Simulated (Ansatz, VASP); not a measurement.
**Zn5S: VASP beside Ansatz**

Contents of INCAR:

```
PREC = Accurate
ENCUT = 600
EDIFF = 1E-6
ISMEAR = 0
SIGMA = 0.02
LREAL = False
LASPH = True
NELM = 80
ALGO = Normal
ISIF = 3
LWAVE = False
LCHARG = False
GGA = PE
IBRION = 2
NSW = 100
EDIFFG = -0.01
KPAR = 4
```

The input KPOINTS:

```
regular mesh
0
Gamma
  4 4 4
```

Contents of POSCAR:

```
Zn5S
1.0
    7.9731927751      0.0000000000      0.0000000000
    0.0000000000      7.9731927751      0.0000000000
    0.0000000000      0.0000000000      9.0707161363
Zn S
5 1
Direct
    0.5000000000      0.5000000000      0.7373001999
    0.5000000000      0.5000000000      0.2626998001
    0.0000000000      0.5000000000      0.5000000000
    0.5000000000      0.0000000000      0.5000000000
    0.5000000000      0.5000000000      0.0000000000
    0.5000000000      0.5000000000      0.5000000000
```

Input for Ansatz:

```yaml
crystal:
  lattice:
    - [7.9731927751, 0.0, 0.0]
    - [0.0, 7.9731927751, 0.0]
    - [0.0, 0.0, 9.0707161363]
  atoms:
    - { symbol: Zn, position: [0.5, 0.5, 0.7373001999] }
    - { symbol: Zn, position: [0.5, 0.5, 0.2626998001] }
    - { symbol: Zn, position: [0.0, 0.5, 0.5] }
    - { symbol: Zn, position: [0.5, 0.0, 0.5] }
    - { symbol: Zn, position: [0.5, 0.5, 0.0] }
    - { symbol: S, position: [0.5, 0.5, 0.5] }
basis:
  ecutwfc: 420
kpoints:
  mp_grid: { grid: [4, 4, 4] }
hamiltonian:
  xc: pbe
scf:
  occupations: { method: gaussian, width: 0.02 }
output:
  forces: true
  stress: true
  eigenvalues: true
relax:
  adjacent_minimum: "off"
  f_tol: 0.01
  max_steps: 80
  cell: { stress_tol: 0.05 }
```

Alike in both runs: task relaxation of cell and atoms; functional PBE; k mesh 4 × 4 × 4; occupations gaussian, width 0.02 eV; no spin polarisation.

```csv
,VASP,Ansatz
version,VASP 6.6.1,Ansatz 0.2.0
potentials or method,"VASP PAW PBE potentials, release 64 (Zn, S), cutoff 600 eV","scalar-relativistic, plane waves, PAW"
valence electrons in the cell,66,66
```

|  | VASP | Ansatz | Ansatz less VASP |
| --- | --- | --- | --- |
| gap on the k mesh at the Fermi level, each at its own relaxed structure (eV) | 2.03 | 1.86 | -0.172 |
| relaxed volume (Å³/atom) | 102.61 | 96.11 | -6.505 |
| relaxed length of the cell vector where the two differ most in proportion (Å) | 8.236 | 7.973 | -0.2624 |

One of these differences is far larger than is usual between the two programs; its cause wasn't traced.
